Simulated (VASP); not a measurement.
Set up this calculation in VASP 6.6.1, as the native input.

* Task: single point
* Functional: LDA
* Potentials or basis: VASP PAW LDA potentials, release 64 (W_sv)
* Cutoff: 520 eV
* k mesh: 14 × 14 × 14
* Occupations: fermi-dirac, width 0.05 eV
* Spin: no spin polarisation
* Dipole correction: no
* Further INCAR settings: ALGO = Normal; EDIFF = 1e-07; NBANDS = 13

The structure of W lies in POSCAR:

```
W
1.0
    0.0000000000      2.0434441004      2.0434441004
    2.0434441004      0.0000000000      2.0434441004
    2.0434441004      2.0434441004      0.0000000000
W
1
Direct
    0.0000000000      0.0000000000      0.0000000000
```

This cell differs from its parent crystal: volume scaled by 1.02.

These files were run (other wordings do the same):

INCAR

```
SYSTEM = W
  PREC = Accurate
  ENCUT = 520
  EDIFF = 1E-7
  ISMEAR = -1
  SIGMA = 0.05
  LREAL = .FALSE.
  LASPH = .TRUE.
  NELM = 80
  ALGO = Normal
  ISIF = 2
  LWAVE = .FALSE.
  LCHARG = .FALSE.
  NBANDS = 13
```

KPOINTS

```
regular mesh
0
G
  14 14 14
  0 0 0
```

Potentials or basis: VASP PAW LDA potentials, release 64 (W_sv).

Command:

```console
$ cat potpaw_LDA.64/W_sv/POTCAR > POTCAR
$ mpirun -np 1 vasp_std > vasp.out
```

It gave:

The pressure is -21.0 GPa and the band gap on the k mesh is zero (band 7 reaches 12.80 eV, above the bottom of band 8 at 9.28 eV).

Caveat: spin-orbit coupling is left out, which moves the levels of the heavy elements.

Run time: 11 s on 1 thread of Intel Xeon 6975P-C, on a shared host, peak memory 0.14 GiB.
